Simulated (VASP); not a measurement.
# MnS (Fm-3m) in VASP: a series of runs

The runs below take MnS through single point, with PBE.

Program: VASP 6.6.1. These are calculated values, not measurements. Logs are shortened: lines on timing, memory, paths and dates and some standing lists are left out, and cuts for length are marked.

## Step 1: The cell of the first run

Symmetry: Fm-3m, No. 225, cubic system. Conventional cell: a = 5.086 Å, b = 5.086 Å, c = 5.086 Å, α = 90.00°, β = 90.00°, γ = 90.00°. Mn (site symmetry m-3m) has 6 S at 2.54 Å within 3.4 Å. Within 3.4 Å of S (site symmetry m-3m) lie 6 Mn at 2.54 Å.

## Step 2: Single point, PBE, collinear spin, antiferromagnetic start

INCAR reads:

```
PREC = Accurate ; ENCUT = 520
EDIFF = 1E-7 ; ISMEAR = 0
SIGMA = 0.05 ; LREAL = F
LASPH = T ; NELM = 150
ALGO = Normal ; ISIF = 2
LWAVE = F ; LCHARG = T
ISPIN = 2 ; MAGMOM = 5 -5 0 0
LORBIT = 11 ; LMAXMIX = 4
GGA = PE ; LELF = T
LVHAR = T ; NBANDS = 31
```

KPOINTS reads:

```
Automatic mesh
0
Gamma
  8 8 6
```

POSCAR reads:

```
MnS
1.0
    0.0000000000      2.5431237785     -2.5431237785
    0.0000000000      2.5431237785      2.5431237785
    5.0862475570      0.0000000000      0.0000000000
Mn S
2 2
Direct
    0.0000000000      0.0000000000      0.0000000000
    0.5000000000      0.5000000000      0.5000000000
    0.0000000000      1.0000000000      0.5000000000
    0.5000000000      1.5000000000      1.0000000000
```

Potentials or basis: VASP PAW PBE potentials, release 64 (Mn_pv, S).

Launch:

```sh
cat potpaw_PBE.64/Mn_pv/POTCAR potpaw_PBE.64/S/POTCAR > POTCAR
mpirun -np 1 vasp_std > vasp.out
```

OUTCAR:

```text
PREC = Accurate
   ENCUT = 520
   EDIFF = 1E-7
   ISMEAR = 0
   LREAL = F
   LASPH = T
   NELM = 150
   ISIF = 2
   ISPIN = 2
   LORBIT = 11
   GGA = PE

 ion  position               nearest neighbor table
   1  0.000  0.000  0.000-   3 2.54   4 2.54   3 2.54   4 2.54   4 2.54   4 2.54
   2  0.500  0.500  0.500-   3 2.54   4 2.54   4 2.54   3 2.54   3 2.54   3 2.54
   3  0.000  0.000  0.500-   1 2.54   2 2.54   1 2.54   2 2.54   2 2.54   2 2.54
   4  0.500  0.500  0.000-   1 2.54   2 2.54   2 2.54   1 2.54   1 2.54   1 2.54

  LATTYP: Found a simple tetragonal cell.
 ALAT       =     3.5965201383
 C/A-ratio  =     1.4142135624

  Lattice vectors:

 A1 = (   0.0000000000,   2.5431237785,  -2.5431237785)
 A2 = (   0.0000000000,   2.5431237785,   2.5431237785)
 A3 = (   5.0862475570,   0.0000000000,   0.0000000000)

Analysis of symmetry for initial positions (statically):
=====================================================================
 Subroutine PRICEL returns following result:

  LATTYP: Found a face centered cubic cell.
 ALAT       =     5.0862475570
[... 12 lines left out ...]
 Subroutine GETGRP returns: Found 16 space group operations
 (whereof 16 operations were pure point group operations)
 out of a pool of 16 trial point group operations.

The static configuration has the point symmetry D_4h.

Analysis of symmetry for dynamics (positions and initial velocities):
=====================================================================
 Subroutine PRICEL returns following result:

  LATTYP: Found a face centered cubic cell.
 ALAT       =     5.0862475570
[... 12 lines left out ...]
 Subroutine GETGRP returns: Found 16 space group operations
 (whereof 16 operations were pure point group operations)
 out of a pool of 16 trial point group operations.

The dynamic configuration has the point symmetry D_4h.

Analysis of structural, dynamic, and magnetic symmetry:
=====================================================================
 Subroutine PRICEL returns following result:

  LATTYP: Found a face centered cubic cell.
 ALAT       =     5.0862475570
[... 12 lines left out ...]
 Subroutine GETGRP returns: Found 16 space group operations
 (whereof 16 operations were pure point group operations)
 out of a pool of 16 trial point group operations.

The overall configuration has the point symmetry D_4h.

 Subroutine INISYM returns: Found 16 space group operations
 (whereof 16 operations are pure point group operations),
 and found     2 'primitive' translations

----------------------------------------------------------------------------------------

                                     Primitive cell

  volume of cell :      32.8952

  direct lattice vectors                    reciprocal lattice vectors
    -2.543123779 -2.543123779  0.000000000    -0.196608598 -0.196608598  0.196608598
    -2.543123779  0.000000000 -2.543123779    -0.196608598  0.196608598 -0.196608598
    -0.000000000 -2.543123779 -2.543123779     0.196608598 -0.196608598 -0.196608598

  length of vectors
     3.596520138  3.596520138  3.596520138     0.340536081  0.340536081  0.340536081

  position of ions in fractional coordinates (direct lattice)
     0.000000000  0.000000000  0.000000000
     0.500000000  0.500000000  0.500000000

  ion indices of the primitive-cell ions
   primitive index   ion index
                 1           1
                 2           3

----------------------------------------------------------------------------------------

 KPOINTS: Automatic mesh

Automatic generation of k-mesh.
 Grid dimensions read from file:
 generate k-points for:    8    8    6

 Generating k-lattice:

  Cartesian coordinates                     Fractional coordinates (reciprocal lattice)
     0.000000000  0.024576075 -0.024576075     0.125000000  0.000000000  0.000000000
     0.000000000  0.024576075  0.024576075     0.000000000  0.125000000  0.000000000
     0.032768100  0.000000000  0.000000000     0.000000000  0.000000000  0.166666667

  Length of vectors
     0.034755818  0.034755818  0.032768100

  Shift w.r.t. Gamma in fractional coordinates (k-lattice)
     0.000000000  0.000000000  0.000000000

 Subroutine IBZKPT returns following result:
 ===========================================

 Found     60 irreducible k-points:

 Following reciprocal coordinates:
            Coordinates               Weight
  0.000000  0.000000  0.000000      1.000000
  0.125000  0.000000  0.000000      4.000000
  0.250000  0.000000  0.000000      4.000000
  0.375000  0.000000  0.000000      4.000000
  0.500000  0.000000  0.000000      2.000000
  0.125000  0.125000  0.000000      4.000000
[... 16 lines left out ...]
  0.375000  0.125000  0.166667     16.000000
  0.500000  0.125000  0.166667      8.000000
 [... further k-points ...]
   k-points           NKPTS =     60   k-points in BZ     NKDIM =     60   number of bands    NBANDS=     31
   number of dos      NEDOS =    301   number of ions     NIONS =      4
   total plane-waves  NPLWV =  31360
   dimension x,y,z NGX =    28 NGY =   28 NGZ =   40
   dimension x,y,z NGXF=    56 NGYF=   56 NGZF=   80
   ions per type =               2   2
   NGX,Y,Z   is equivalent  to a cutoff of  12.94, 12.94, 13.07 a.u.
   NGXF,Y,Z  is equivalent  to a cutoff of  25.89, 25.89, 26.15 a.u.
 SYSTEM =  unknown system
   PREC   = accura    normal or accurate (medium, high low for compatibility)
   ISTART =      0    job   : 0-new  1-cont  2-samecut
   ICHARG =      2    charge: 1-file 2-atom 10-const
   ISPIN  =      2    spin polarized calculation?
   LNONCOLLINEAR =      F non collinear calculations
   LSORBIT =      F    spin-orbit coupling
   LASPH  =      T    aspherical Exc in radial PAW
   ENCUT  =  520.0 eV  38.22 Ry    6.18 a.u.   6.69  6.69  9.46*2*pi/ulx,y,z
   NELM   =    150;   NELMIN=  2; NELMDL= -5     # of ELM steps
   EDIFF  = 0.1E-06   stopping-criterion for ELM
   LREAL  =      F    real-space projection
   EDIFFG = 0.1E-05   stopping-criterion for IOM
   NSW    =      0    number of steps for IOM
   IBRION =     -1    ionic relax: 0-MD 1-quasi-New 2-CG
   NFREE  =      0    steps in history (QN), initial steepest desc. (CG)
   ISIF   =      2    stress and relaxation
   ISYM   =      2    0-nonsym 1-usesym 2-fastsym
   POTIM  = 0.5000    time-step for ionic-motion
   TEBEG  =    0.0;   TEEND  =   0.0 temperature during run
   PSTRESS=    0.0 pullay stress
   NELECT =      38.0000    total number of electrons
   NUPDOWN=      -1.0000    fix difference up-down
   EMIN   =  10.00;   EMAX   =-10.00  energy-range for DOS
   EFERMI =   0.00;   METHOD = LEGACY
   ISMEAR =     0;   SIGMA  =   0.05  broadening in eV -4-tet -1-fermi 0-gaus
   EFERMI_NEDOS =   21; number of points for ismear=-14 and -15
   IALGO  =     38    algorithm
   IMIX   =      4    mixing-type and parameters
     AMIX     =   0.40;   BMIX     =  1.00
     AMIX_MAG =   1.60;   BMIX_MAG =  1.00
  volume/ion in A,a.u.               =      16.45       110.99
  Fermi-wavevector in a.u.,A,eV,Ry     =   1.363375  2.576404 25.290378  1.858790
  Thomas-Fermi vector in A             =   2.489783
   LORBIT       =     11    0 simple, 1 ext, 2 COOP (PROOUT), +10 PAW based schemes
   GGA     = PE    functional components
   LHFCALC =     F    Hartree Fock is set to
   AEXX    =    0.0000 exact exchange contribution
   IVDW    =     0    specifies the selected vdW correction
   LEPSILON=     F    determine dielectric tensor
   LRPA    =     F    only Hartree local field effects (RPA)
 spin polarized calculation
 Gauss-broadening in eV      SIGMA  =   0.05
  energy-cutoff  :      520.00
  volume of cell :       65.79
 maximum number of plane-waves:      1796
 NGX is ok and might be reduce to    28
   NGX = 13   NGY = 13   NGZ = 19

 number of electron      37.9999995 magnetization      -0.0000000

 number of electron      37.9999995 magnetization       0.0000000

 Free energy of the ion-electron system (eV)
  ---------------------------------------------------
  ext. energy  EPLUGINS =         0.00000000
  ---------------------------------------------------
  free energy    TOTEN  =       -28.22575572 eV

  energy without entropy =      -28.22379580  energy(sigma->0) =      -28.22477576

 E-fermi :   7.6545     XC(G=0): -10.9953

 val. band max:        7.6511789551   @ k =   0.5000   0.0000   0.3333
 cond. band min:       7.6663783857   @ k =   0.1250   0.1250   0.5000
 fundamental gap:      0.0151994305
 Fermi energy:         7.6544888993

 spin component 1

 k-point     1 :       0.0000    0.0000    0.0000
  band No.  band energies     occupation
      1     -43.2676      1.00000
      2     -43.1502      1.00000
      3     -43.1502      1.00000
      4     -38.8244      1.00000
      5     -38.7520      1.00000
      6     -38.7520      1.00000
[... 805 lines left out ...]
     30      15.1487      0.00000
     31      15.8642      0.00000

 [... further k-points ...]

 spin component 2

 k-point     1 :       0.0000    0.0000    0.0000
  band No.  band energies     occupation
      1     -43.2676      1.00000
      2     -43.1502      1.00000
      3     -43.1502      1.00000
      4     -38.8244      1.00000
      5     -38.7520      1.00000
      6     -38.7520      1.00000
[... 805 lines left out ...]
     30      15.1487      0.00000
     31      15.8642      0.00000

 [... further k-points ...]
[... 5 lines left out ...]
  --------------------------------------------------------------------------------------
  -------------------------------------------------------------------------------------
  Total        0.6668613      0.7965959      0.7965959      0.0000000      0.0000000     -0.0000000
  in kB       16.2399104     19.3993057     19.3993057      0.0000000      0.0000000     -0.0000000
  external PRESSURE =      18.3461739 kB  Pullay stress =       0.0000000 kB

 VOLUME and BASIS-vectors are now :
 -----------------------------------------------------------------------------
  energy-cutoff  :      520.00
  volume of cell :       65.79
      direct lattice vectors                 reciprocal lattice vectors
     0.000000000  2.543123779 -2.543123779     0.000000000  0.196608598 -0.196608598
     0.000000000  2.543123779  2.543123779     0.000000000  0.196608598  0.196608598
     5.086247557  0.000000000  0.000000000     0.196608598  0.000000000  0.000000000

 POSITION                                       TOTAL-FORCE (eV/Angst)
 -----------------------------------------------------------------------------------
      0.00000      0.00000      0.00000         0.000000      0.000000      0.000000
      2.54312      2.54312      0.00000        -0.000000      0.000000     -0.000000
      2.54312      0.00000      0.00000         0.000000     -0.000000     -0.000000
      0.00000      2.54312      0.00000         0.000000     -0.000000     -0.000000
 -----------------------------------------------------------------------------------
    total drift:                                0.000000      0.000000      0.000000

  FREE ENERGIE OF THE ION-ELECTRON SYSTEM (eV)
  ---------------------------------------------------
  free  energy   TOTEN  =       -28.2257557161 eV

  energy  without entropy=      -28.2237957977  energy(sigma->0) =      -28.22477576

 total charge

# of ion       s       p       d       tot
------------------------------------------
    1        0.228   6.186   4.957  11.371
    2        0.228   6.186   4.957  11.371
    3        1.325   2.426   0.000   3.751
    4        1.325   2.426   0.000   3.751
--------------------------------------------------
tot          3.107  17.223   9.914  30.244

 magnetization (x)

# of ion       s       p       d       tot
------------------------------------------
    1        0.040   0.039   4.064   4.143
    2       -0.040  -0.039  -4.064  -4.143
    3       -0.009  -0.035   0.000  -0.044
    4        0.009   0.035   0.000   0.044
--------------------------------------------------
tot          0.000   0.000   0.000   0.000
```

It took 6.1 min on 1 thread of Intel Xeon 8259CL, shared host; peak memory 0.32 GiB.

What came out:

| Item | Value |
| --- | --- |
| Free energy | -28.2258 eV |
| Pressure | 1.8 GPa |
| Band gap on the k mesh | zero (filled and empty bands overlap) |
| Net moment | 0.00 μB per cell |
| Site moments | Mn +4.14, -4.14; S -0.04, +0.04 μB |
| Valence electrons inside the program's atomic spheres | Mn 11.37; S 3.75 |

Caveat: the antiferromagnetic order is the one typed at the start, and another may lie lower; semilocal functionals often make such compounds metallic where correlation or magnetic order opens a gap, which also shifts bond lengths.

(Continued in part 2 of 2.)
